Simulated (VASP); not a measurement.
Here is a VASP 6.6.1 calculation.

INCAR

```
PREC     = Accurate       # precision mode
ENCUT    = 520            # plane-wave cutoff, eV
EDIFF    = 1E-6           # SCF threshold, eV
ISMEAR   = 0              # smearing method
SIGMA    = 0.1            # smearing width, eV
LREAL    = F              # projectors in reciprocal space
LASPH    = T              # aspherical terms in the spheres
NELM     = 150            # most SCF steps
ALGO     = Normal         # electronic algorithm
ISIF     = 2              # what is computed and relaxed
LWAVE    = F              # write WAVECAR
LCHARG   = T              # write CHGCAR
LMAXMIX  = 4              # l up to which the mixer works
LDAU     = T              # DFT+U
LDAUTYPE = 2            
LDAUL    = 2              # shell
LDAUU    = 5              # U, eV
LDAUJ    = 0            
LDAUPRINT= 1            
GGA      = PE             # functional
LVHAR    = T            
NBANDS   = 24             # bands
KPAR     = 4
```

File KPOINTS:

```
Automatic mesh
0
Gamma
  18 18 18
```

The input POSCAR:

```
Ag
1.0
    1.5151648334      0.8747808244      7.4151986789
   -1.5151648334      0.8747808244      7.4151986789
    0.0000000000     -1.7495616489      7.4151986789
Ag
3
Direct
    0.0000000000      0.0000000000      0.0000000000
    0.7777073670      0.7777073670      0.7777073670
    0.2222926330      0.2222926330      0.2222926330
```

Potentials or basis: VASP PAW PBE potentials, release 64 (Ag).

Launch:

```console
$ cat potpaw_PBE.64/Ag/POTCAR > POTCAR
$ mpirun -np 4 vasp_std > vasp.out
```

(1) What does it give for the pressure?

(2) Estimate the band gap on the k mesh.

(3) What does it give for the largest force?

## Answers

(1) -5.6 GPa.

(2) zero (an odd number of electrons rules out a gap without spin polarisation).

(3) 0.003 eV/Å.

Caveat: the cell stands under tension; U without spin polarisation on a metal has little footing; the U is typed as a test and isn't derived for this compound.
